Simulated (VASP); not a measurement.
# GaN (F-43m) in VASP: G0W0 quasiparticle levels with PBE

Aim: the G0W0 quasiparticle levels of GaN with PBE.

Program: VASP 6.6.1. These are calculated values, not measurements. Logs are shortened: lines on timing, memory, paths and dates and some standing lists are left out, and cuts for length are marked.

## Step 1: The cell of the first run

It takes space group F-43m (No. 216, cubic). Conventional cell: a = 4.498 Å, b = 4.498 Å, c = 4.498 Å, α = 90.00°, β = 90.00°, γ = 90.00°. Ga (site symmetry -43m) has 4 N at 1.95 Å within 2.6 Å. Within 2.6 Å of N (site symmetry -43m) lie 4 Ga at 1.95 Å.

## Step 2: G0W0 quasiparticle levels, PBE

POSCAR

```
GaN
1.0
    0.0000000000      2.2489525415      2.2489525415
    2.2489525415      0.0000000000      2.2489525415
    2.2489525415      2.2489525415      0.0000000000
Ga N
1 1
Direct
    0.0000000000      0.0000000000      0.0000000000
    0.2500000000      0.2500000000      0.2500000000
```

INCAR.step1

```
PREC = Accurate ; ENCUT = 500
EDIFF = 1E-8 ; ISMEAR = 0
SIGMA = 0.01 ; LREAL = False
LASPH = True ; NELM = 60
ALGO = Normal ; LWAVE = True
LCHARG = False ; GGA = PE
```

INCAR.step2

```
PREC = Accurate ; ENCUT = 500
EDIFF = 1E-8 ; ISMEAR = 0
SIGMA = 0.01 ; LREAL = False
LASPH = True ; NELM = 1
ALGO = Exact ; LWAVE = True
LCHARG = False ; GGA = PE
NBANDS = 39 ; LOPTICS = True
ISTART = 1
```

INCAR.step3

```
PREC = Accurate ; ENCUT = 500
EDIFF = 1E-8 ; ISMEAR = 0
SIGMA = 0.01 ; LREAL = False
LASPH = True ; ALGO = EVGW0
LWAVE = False ; LCHARG = False
GGA = PE ; NELMGW = 1
NBANDS = 39 ; ENCUTGW = 60.0
NOMEGA = 48 ; PRECFOCK = Fast
ISTART = 1 ; NBANDSGW = 17
```

KPOINTS

```
Automatic mesh
0
Gamma
  4 4 4
```

Potentials or basis: VASP PAW PBE potentials, release 64 (Ga_d_GW, N_GW).

Run with:

```
cat potpaw_PBE.64/Ga_d_GW/POTCAR potpaw_PBE.64/N_GW/POTCAR > POTCAR
cp INCAR.step1 INCAR
mpirun -np 1 vasp_std > vasp.out
cp INCAR.step2 INCAR
mpirun -np 1 vasp_std > vasp.out
cp INCAR.step3 INCAR
mpirun -np 1 vasp_std > vasp.out
```

OUTCAR:

```text
PREC = Accurate
   ENCUT = 500
   EDIFF = 1E-8
   ISMEAR = 0
   LREAL = False
   LASPH = True
   GGA = PE
   NELMGW = 1
   ENCUTGW = 60.0
   PRECFOCK = Fast
   ISTART = 1

 ion  position               nearest neighbor table
   1  0.000  0.000  0.000-   2 1.95   2 1.95   2 1.95   2 1.95
   2  0.250  0.250  0.250-   1 1.95   1 1.95   1 1.95   1 1.95

  LATTYP: Found a face centered cubic cell.
 ALAT       =     4.4979050830

  Lattice vectors:

 A1 = (   0.0000000000,   2.2489525415,   2.2489525415)
 A2 = (   2.2489525415,   0.0000000000,   2.2489525415)
 A3 = (   2.2489525415,   2.2489525415,   0.0000000000)

Analysis of symmetry for initial positions (statically):
=====================================================================
 Subroutine PRICEL returns:
 Original cell was already a primitive cell.

 Routine SETGRP: Setting up the symmetry group for a
 face centered cubic supercell.

 Subroutine GETGRP returns: Found 24 space group operations
 (whereof 24 operations were pure point group operations)
 out of a pool of 48 trial point group operations.

The static configuration has the point symmetry T_d .

Analysis of symmetry for dynamics (positions and initial velocities):
=====================================================================
 Subroutine PRICEL returns:
 Original cell was already a primitive cell.

 Routine SETGRP: Setting up the symmetry group for a
 face centered cubic supercell.

 Subroutine GETGRP returns: Found 24 space group operations
 (whereof 24 operations were pure point group operations)
 out of a pool of 48 trial point group operations.

The dynamic configuration has the point symmetry T_d .

 Subroutine INISYM returns: Found 24 space group operations
 (whereof 24 operations are pure point group operations),
 and found     1 'primitive' translations

----------------------------------------------------------------------------------------

                                     Primitive cell

  volume of cell :      22.7494

  direct lattice vectors                    reciprocal lattice vectors
     0.000000000  2.248952542  2.248952542    -0.222325723  0.222325723  0.222325723
     2.248952542  0.000000000  2.248952542     0.222325723 -0.222325723  0.222325723
     2.248952542  2.248952542  0.000000000     0.222325723  0.222325723 -0.222325723

  length of vectors
     3.180499185  3.180499185  3.180499185     0.385079448  0.385079448  0.385079448

  position of ions in fractional coordinates (direct lattice)
     0.000000000  0.000000000  0.000000000
     0.250000000  0.250000000  0.250000000

  ion indices of the primitive-cell ions
   primitive index   ion index
                 1           1
                 2           2

----------------------------------------------------------------------------------------

 KPOINTS: Automatic mesh

Automatic generation of k-mesh.
 Grid dimensions read from file:
 generate k-points for:    4    4    4

 Generating k-lattice:

  Cartesian coordinates                     Fractional coordinates (reciprocal lattice)
    -0.055581431  0.055581431  0.055581431     0.250000000  0.000000000  0.000000000
     0.055581431 -0.055581431  0.055581431     0.000000000  0.250000000  0.000000000
     0.055581431  0.055581431 -0.055581431     0.000000000  0.000000000  0.250000000

  Length of vectors
     0.096269862  0.096269862  0.096269862

  Shift w.r.t. Gamma in fractional coordinates (k-lattice)
     0.000000000  0.000000000  0.000000000

 Subroutine IBZKPT returns following result:
 ===========================================

 Found      8 irreducible k-points:

 Following reciprocal coordinates:
            Coordinates               Weight
  0.000000  0.000000  0.000000      1.000000
  0.250000  0.000000  0.000000      8.000000
  0.500000  0.000000  0.000000      4.000000
  0.250000  0.250000  0.000000      6.000000
  0.500000  0.250000  0.000000     24.000000
 -0.250000  0.250000  0.000000     12.000000
  0.500000  0.500000  0.000000      3.000000
 -0.250000  0.500000  0.250000      6.000000
   k-points           NKPTS =      8   k-points in BZ     NKDIM =     64   number of bands    NBANDS=     39
   number of dos      NEDOS =    301   number of ions     NIONS =      2
   total plane-waves  NPLWV =  13824
   dimension x,y,z NGX =    24 NGY =   24 NGZ =   24
   dimension x,y,z NGXF=    48 NGYF=   48 NGZF=   48
   ions per type =               1   1
   NGX,Y,Z   is equivalent  to a cutoff of  12.54, 12.54, 12.54 a.u.
   NGXF,Y,Z  is equivalent  to a cutoff of  25.09, 25.09, 25.09 a.u.
 SYSTEM =  unknown system
   PREC   = accura    normal or accurate (medium, high low for compatibility)
   ISTART =      1    job   : 0-new  1-cont  2-samecut
   ICHARG =      0    charge: 1-file 2-atom 10-const
   ISPIN  =      1    spin polarized calculation?
   LNONCOLLINEAR =      F non collinear calculations
   LSORBIT =      F    spin-orbit coupling
   LASPH  =      T    aspherical Exc in radial PAW
   ENCUT  =  500.0 eV  36.75 Ry    6.06 a.u.   5.80  5.80  5.80*2*pi/ulx,y,z
   NELM   =     60;   NELMIN=  2; NELMDL=  0     # of ELM steps
   EDIFF  = 0.1E-07   stopping-criterion for ELM
   LREAL  =      F    real-space projection
   EDIFFG = 0.1E-06   stopping-criterion for IOM
   NSW    =      0    number of steps for IOM
   IBRION =     -1    ionic relax: 0-MD 1-quasi-New 2-CG
   NFREE  =      0    steps in history (QN), initial steepest desc. (CG)
   ISIF   =      0    stress and relaxation
   ISYM   =      3    0-nonsym 1-usesym 2-fastsym
   POTIM  = 0.5000    time-step for ionic-motion
   TEBEG  =    0.0;   TEEND  =   0.0 temperature during run
   PSTRESS=    0.0 pullay stress
   NELECT =      18.0000    total number of electrons
   NUPDOWN=      -1.0000    fix difference up-down
   EMIN   =  10.00;   EMAX   =-10.00  energy-range for DOS
   EFERMI =   0.00;   METHOD = LEGACY
   ISMEAR =     0;   SIGMA  =   0.01  broadening in eV -4-tet -1-fermi 0-gaus
   EFERMI_NEDOS =   21; number of points for ismear=-14 and -15
   IALGO  =     38    algorithm
   IMIX   =      4    mixing-type and parameters
     AMIX     =   0.40;   BMIX     =  1.00
     AMIX_MAG =   1.60;   BMIX_MAG =  1.00
  volume/ion in A,a.u.               =      11.37        76.76
  Fermi-wavevector in a.u.,A,eV,Ry     =   1.514173  2.861371 31.194330  2.292719
  Thomas-Fermi vector in A             =   2.623866
   LORBIT       =      0    0 simple, 1 ext, 2 COOP (PROOUT), +10 PAW based schemes
   GGA     = PE    functional components
   LHFCALC =     T    Hartree Fock is set to
   PRECFOCK=fast      Normal, Fast or Accurate (Low or Medium for compatibility)
   ENCUT4O =  -1.0   cutoff for four orbital integrals eV
   NKREDX  =     1    reduce k-point grid by
   NKREDY  =     1    reduce k-point grid by
   NKREDZ  =     1    reduce k-point grid by
   AEXX    =    1.0000 exact exchange contribution
   HFSCREEN=    0.0000 screening length (either q_TF or 0.3 A-1)
   HFSCREENC=   0.0000 screening length for correlation (either q_TF or 0.3 A-1)
   ENCUTFOCK=  -1.0 apply spherical cutoff to Coloumb kernel
   IVDW    =     0    specifies the selected vdW correction
   LEPSILON=     F    determine dielectric tensor
   LRPA    =     F    only Hartree local field effects (RPA)
   LRPAFORCE           =     F    calculate RPA forces
   ENCUTGW             =  60.0    cutoff for response function in eV
   ENCUTGWSOFT         =  48.0    soft cutoff for Coulomb kernel in GW response function in eV
   ENCUTLF             =  -1.0    cutoff for local field effects
   NELMGW              =     1    number of iterations in solving QP/BSE equation
   NELMHF              =     1    number of iterations in the inner HF iteration
   NKREDLFX            =     1    NKREDLFY  =   1   NKREDLFZ  =   1
 non-spin polarized calculation
 Gauss-broadening in eV      SIGMA  =   0.01
  energy-cutoff  :      500.00
  volume of cell :       22.75
 maximum number of plane-waves:       604
  NGX = 14; NGY = 14; NGZ = 14
   NGX = 11   NGY = 11   NGZ = 11
 maximum number of plane-waves:        28
 NGX is ok and might be reduce to    10

 QP shifts <psi_nk| G(iteration)W_0 |psi_nk>: iteration 1
 for sc-GW calculations column KS-energies equals QP-energies in previous step
 and V_xc(KS)=  KS-energies - (<T + V_ion + V_H > + <T+V_H+V_ion>^1  + <V_x>^1)

 k-point   1 :       0.0000    0.0000    0.0000
  band No.  KS-energies  QP-energies   sigma(KS)   V_xc(KS)     V^pw_x(r,r')   Z            occupation Imag(sigma)

      1     -10.7868     -11.6629     -16.1535     -14.8527     -24.5823       0.6736       2.0000       1.1094
      2      -8.3328     -12.2191     -26.8313     -21.4835     -34.7963       0.7267       2.0000       0.2772
      3      -8.3328     -12.2191     -26.8313     -21.4835     -34.7963       0.7267       2.0000       0.2772
      4      -8.3328     -12.2191     -26.8313     -21.4835     -34.7963       0.7267       2.0000       0.2772
      5      -8.0118     -12.0710     -27.3411     -21.8052     -35.1889       0.7333       2.0000       0.2124
      6      -8.0118     -12.0710     -27.3411     -21.8052     -35.1889       0.7333       2.0000       0.2124
[... 9 lines left out ...]
     16      24.0019      24.4405      -9.0886      -9.6487      -2.9803       0.7830       0.0000      -0.7252
     17      24.0019      24.4405      -9.0886      -9.6487      -2.9803       0.7830       0.0000      -0.7252

 k-point   2 :       0.2500    0.0000    0.0000
  band No.  KS-energies  QP-energies   sigma(KS)   V_xc(KS)     V^pw_x(r,r')   Z            occupation Imag(sigma)

      1     -10.2449     -11.4803     -17.9985     -16.1993     -26.4023       0.6866       2.0000       0.9573
      2      -8.2716     -12.1878     -26.9286     -21.5516     -34.8844       0.7283       2.0000       0.2719
      3      -8.2716     -12.1878     -26.9286     -21.5516     -34.8844       0.7283       2.0000       0.2719
      4      -8.0071     -12.0742     -27.3429     -21.8092     -35.1999       0.7350       2.0000       0.2155
      5      -8.0071     -12.0742     -27.3429     -21.8092     -35.1999       0.7350       2.0000       0.2155
      6      -7.9606     -11.4414     -25.2220     -20.4478     -33.0300       0.7291       2.0000       0.3691
[... 9 lines left out ...]
     16      22.0027      22.6669     -10.0256     -10.8743      -4.5403       0.7827       0.0000      -0.4133
     17      27.8833      29.0252      -9.5567     -11.0086      -3.1340       0.7865       0.0000      -0.9896

 k-point   3 :       0.5000    0.0000    0.0000
  band No.  KS-energies  QP-energies   sigma(KS)   V_xc(KS)     V^pw_x(r,r')   Z            occupation Imag(sigma)
[... 85 lines left out ...]
      1      -9.7226     -12.0345     -22.3207     -19.0310     -30.7382       0.7028       2.0000       0.6198
      2      -8.2493     -12.1527     -26.6448     -21.2929     -34.4801       0.7293       2.0000       0.2470
      3      -8.0277     -12.0702     -27.3825     -21.8763     -35.3277       0.7342       2.0000       0.2565
      4      -8.0277     -12.0702     -27.3825     -21.8763     -35.3277       0.7342       2.0000       0.2565
      5      -7.9350     -12.0287     -27.4511     -21.9009     -35.3193       0.7376       2.0000       0.2137
      6      -6.3004      -8.6515     -22.5552     -19.2940     -30.1133       0.7209       2.0000       0.4654
[... 9 lines left out ...]
     16      29.8428      31.2305      -9.7827     -11.5123      -4.1989       0.8023       0.0000      -0.7260
     17      30.7628      32.1235     -10.1440     -11.8602      -4.2813       0.7928       0.0000      -0.8942

 k-point   8 :      -0.2500    0.5000    0.2500
  band No.  KS-energies  QP-energies   sigma(KS)   V_xc(KS)     V^pw_x(r,r')   Z            occupation Imag(sigma)

      1      -9.7199     -11.9887     -22.1975     -18.9633     -30.6194       0.7015       2.0000       0.6297
      2      -8.1855     -12.1212     -26.8622     -21.4744     -34.7343       0.7305       2.0000       0.2463
      3      -8.1584     -12.1675     -27.1506     -21.6745     -35.0781       0.7321       2.0000       0.2564
      4      -8.0037     -12.0795     -27.4285     -21.8873     -35.3434       0.7355       2.0000       0.2423
      5      -8.0016     -12.0499     -27.2943     -21.7828     -35.1568       0.7345       2.0000       0.2193
      6      -6.0110      -8.4645     -23.3003     -19.9017     -30.8928       0.7219       2.0000       0.4367
[... 9 lines left out ...]
     16      28.8568      30.3558     -11.3329     -13.2750      -4.6614       0.7719       0.0000      -1.1641
     17      29.2544      30.6024     -10.4800     -12.1661      -4.4774       0.7995       0.0000      -0.9788
```

Wall time 30 s (1 thread of AMD EPYC 9R45 (Zen 5), shared host); peak memory 0.18 GiB.

Results:

| Item | Value |
| --- | --- |
| Band gap on the k mesh, mean-field level | 1.75 eV, direct |
| Quasiparticle gap | 2.61 eV |
| Least direct quasiparticle gap | 2.61 eV |

Levels at points of the mesh, in eV from the valence-band top:
```csv
k point,band 6,band 7,band 8,band 9,band 10,band 11,band 12,band 13
"(0.00, 0.00, 0.00)",-13.22,0.00,0.00,0.00,1.75,10.30,10.30,10.30
"(0.50, 0.00, 0.00)",-11.94,-7.10,-0.98,-0.98,4.66,8.75,10.35,10.35
"(0.50, 0.50, 0.00)",-11.51,-6.17,-2.73,-2.73,3.32,6.67,11.75,14.00
```

Caveat: the k points lie up to 0.60 Å⁻¹ apart; bands, screening cutoff and mesh are small and nothing is extrapolated, so the quasiparticle values aren't converged.
